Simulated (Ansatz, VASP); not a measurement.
## RbCl: VASP beside Ansatz

Contents of INCAR:

```
SYSTEM = RbCl
PREC = Accurate
ENCUT = 500
EDIFF = 1E-7
ISMEAR = 0
SIGMA = 0.02
LREAL = .FALSE.
LASPH = .TRUE.
NELM = 120
ALGO = Normal
ISIF = 3
LWAVE = .FALSE.
LCHARG = .FALSE.
GGA = CA
IBRION = 2
NSW = 70
EDIFFG = -0.005
GGA_COMPAT = .FALSE.
NELMIN = 4
```

File KPOINTS:

```
Automatic mesh
0
G
  6 6 6
  0 0 0
```

File POSCAR:

```
RbCl
1.0
    0.0000000000      3.3491260158      3.3491260158
    3.3491260158      0.0000000000      3.3491260158
    3.3491260158      3.3491260158      0.0000000000
Rb Cl
1 1
Direct
    0.0000000000      0.0000000000      0.0000000000
    0.5000000000      0.5000000000      0.5000000000
```

Input for Ansatz:

```yaml
crystal:
  lattice:
    - [0.0, 3.3491260158, 3.3491260158]
    - [3.3491260158, 0.0, 3.3491260158]
    - [3.3491260158, 3.3491260158, 0.0]
  atoms:
    - { symbol: Rb, position: [0.0, 0.0, 0.0] }
    - { symbol: Cl, position: [0.5, 0.5, 0.5] }
basis:
  ecutwfc: 420
kpoints:
  mp_grid: { grid: [6, 6, 6] }
hamiltonian:
  xc: lda
scf:
  occupations: { method: gaussian, width: 0.02 }
output:
  forces: true
  stress: true
  eigenvalues: true
  write_density: true
  write_potential: true
  elf: true
  volumetric_format: npy
relax:
  adjacent_minimum: "off"
  f_tol: 0.005
  max_steps: 50
  cell: { stress_tol: 0.05 }
```

Alike in both runs: task relaxation of cell and atoms; functional LDA; k mesh 6 × 6 × 6; occupations gaussian, width 0.02 eV; no spin polarisation.

|  | VASP | Ansatz |
| --- | --- | --- |
| version | VASP 6.6.1 | Ansatz 0.2.0 |
| potentials or method | VASP PAW LDA potentials, release 64 (Rb_sv, Cl), cutoff 500 eV | scalar-relativistic, plane waves, PAW |
| valence electrons in the cell | 16 | 16 |

|  | VASP | Ansatz | Ansatz less VASP |
| --- | --- | --- | --- |
| gap on the k mesh at the Fermi level, each at its own relaxed structure (eV) | 4.85 | 4.85 | -0.002 |
| relaxed volume (Å³/atom) | 32.48 | 32.43 | -0.049 |
| relaxed cell length with the largest relative difference (Å) | 4.512 | 4.510 | -0.0023 |

LDA's correlation is that of Perdew and Zunger in VASP and of Perdew and Wang (1992) in Ansatz.
